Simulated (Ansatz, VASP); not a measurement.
**Two plane-wave programs on LaTe4**

Contents of INCAR:

```
ALGO = Normal ; EDIFF = 1E-6
ENCUT = 520 ; GGA = PE
ISIF = 2 ; ISMEAR = 0
LASPH = T ; LCHARG = F
LREAL = F ; LWAVE = F
NBANDS = 26 ; NELM = 80
PREC = Accurate ; SIGMA = 0.1
```

KPOINTS

```
k-points
0
Gamma
  3 3 3
```

Contents of POSCAR:

```
LaTe4
1.0
    3.5946105300      2.0753493600      3.9727680800
   -3.5946105300      2.0753493600      3.9727680800
    0.0000000000     -4.1506987200      3.9727680800
La Te
1 4
Direct
    0.0424029500      0.0424029500      0.0424029500
    0.0569729300      0.4862052200      0.0569729300
    0.0569729300      0.0569729300      0.4862052200
    0.4862052200      0.0569729300      0.0569729300
    0.4280927900      0.4280927900      0.4280927900
```

Input for Ansatz:

```yaml
crystal:
  lattice:
    - [3.59461053, 2.07534936, 3.97276808]
    - [-3.59461053, 2.07534936, 3.97276808]
    - [0.0, -4.15069872, 3.97276808]
  atoms:
    - { symbol: La, position: [0.04240295, 0.04240295, 0.04240295] }
    - { symbol: Te, position: [0.05697293, 0.48620522, 0.05697293] }
    - { symbol: Te, position: [0.05697293, 0.05697293, 0.48620522] }
    - { symbol: Te, position: [0.48620522, 0.05697293, 0.05697293] }
    - { symbol: Te, position: [0.42809279, 0.42809279, 0.42809279] }
basis:
  ecutwfc: 420
kpoints:
  mp_grid: { grid: [3, 3, 3] }
hamiltonian:
  xc: pbe
scf:
  occupations: { method: gaussian, width: 0.1 }
  lower_state_search: "off"
output:
  forces: true
  stress: true
  eigenvalues: true
```

Alike in both runs: task single point; functional PBE; k mesh 3 × 3 × 3; occupations gaussian, width 0.1 eV; no spin polarisation.

|  | VASP | Ansatz |
| --- | --- | --- |
| version | VASP 6.6.1 | Ansatz 0.2.0 |
| potentials or method | VASP PAW PBE potentials, release 64 (La, Te), cutoff 520 eV | scalar-relativistic, plane waves, PAW |
| valence electrons in the cell | 35 | 75 |

|  | VASP | Ansatz | Ansatz less VASP |
| --- | --- | --- | --- |
| gap on the k mesh at the Fermi level (eV) | none | none | - |
| pressure (GPa) | 15.6 | 15.6 | +0.05 |
| traceless stress, the component that is largest in VASP (GPa) | 9.00 | 9.03 | +0.023 |
| rms of the force components (eV/Å) | 3.760 | 3.757 | -0.0034 |

Atom by atom the forces differ by 0.007 eV/Å (rms over components). A gap of «none» marks a metal or a gap that the smearing closes. The functional is the same, so the differences come from potentials, cutoffs and numerics. VASP's potentials hold 35 valence electrons a cell and Ansatz's 75, so a difference there can come from the potentials and not from the codes.

The k mesh is coarse, so the values compare programs but aren't converged. Spin-orbit coupling is off throughout.
